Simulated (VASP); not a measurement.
Ir: single point with PBE

Crystal: Ir.

```xyz
2
Lattice="2.5555 0.0000 0.0000 -1.2777 2.2131 0.0000 0.0000 0.0000 4.3787" Properties=species:S:1:pos:R:3 pbc="T T T"
Ir    1.2778    0.7377    3.2840
Ir    0.0000    1.4754    1.0947
```

```yaml
Program: VASP 6.6.1
Task: single point
Functional: PBE
Potentials_or_basis: VASP PAW PBE potentials, release 64 (Ir)
Cutoff: 520 eV
k_mesh: 18 × 18 × 10
Occupations: gaussian, width 0.15 eV
Spin: no spin polarisation
Dipole_correction: no
Further_INCAR_settings: ALGO = Normal; EDIFF = 1e-07; NBANDS = 16
```

```
Pressure               : 87.4 GPa
Band gap on the k mesh : zero (band 9 reaches 14.66 eV, above the bottom of band 10 at 10.09 eV)
```

Stress tensor (GPa, compression positive):
```
99.81  0.00  0.00
 0.00 99.81  0.00
 0.00  0.00 62.72
```

Levels at points of the mesh, in eV from the Fermi level:
```tsv
k point	band 7	band 8	band 9	band 10	band 11	band 12
(0.00, 0.00, 0.00)	-3.97	-2.28	-2.28	-1.69	0.48	0.48
(0.50, 0.00, 0.00)	-3.78	1.05	1.48	1.88	3.76	5.45
(0.00, 0.00, 0.50)	-4.65	-4.65	-0.42	-0.42	-0.42	-0.42
(0.50, 0.00, 0.50)	-1.15	-1.15	1.71	1.71	2.38	2.38
```

Wall time 31 s on 1 thread of Intel(R) Xeon(R) 6975P-C (Granite Rapids), with other jobs on the host, peak memory 0.2 GiB.

Caveat: spin-orbit coupling is left out, which moves the levels of the heavy elements.
